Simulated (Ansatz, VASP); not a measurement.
## Ti3Al in VASP and in Ansatz

```
Ti Al
1.0
     2.86778    0.00000    0.00000
    -1.43389    2.48357    0.00000
     0.00000    0.00000    9.03802
Ti Al
3 1
Direct
  0.33333 0.66667 0.24941
  0.33333 0.66667 0.75059
  0.66667 0.33333 0.00000
  0.66667 0.33333 0.50000
```

Change from the starting cell: volume scaled by 0.94.

Alike in both runs: task single point; functional LDA; k mesh 10 × 10 × 3; occupations fermi-dirac, width 0.05 eV; no spin polarisation.

```csv
,VASP,Ansatz
version,VASP 6.6.1,Ansatz 0.2.0
potentials or method,"VASP PAW LDA potentials, release 64 (Ti_sv, Al), cutoff 520 eV","all-electron LAPW, scalar-relativistic"
```

|  | VASP | Ansatz | Ansatz less VASP |
| --- | --- | --- | --- |
| gap on the k mesh at the Fermi level (eV) | none | none | - |
| pressure (GPa) | -0.4 | -0.3 | +0.04 |
| traceless stress, the component that is largest in VASP (GPa) | 0.60 | 0.54 | -0.053 |
| rms of the force components (eV/Å) | 0.045 | 0.041 | -0.0039 |

LDA's correlation is that of Perdew and Zunger in VASP and of Perdew and Wang (1992) in Ansatz. Atom by atom the forces differ by 0.004 eV/Å (rms over components). A gap of «none» marks a metal or a gap that the smearing closes. Ansatz ran all-electron here, and VASP with PAW potentials.
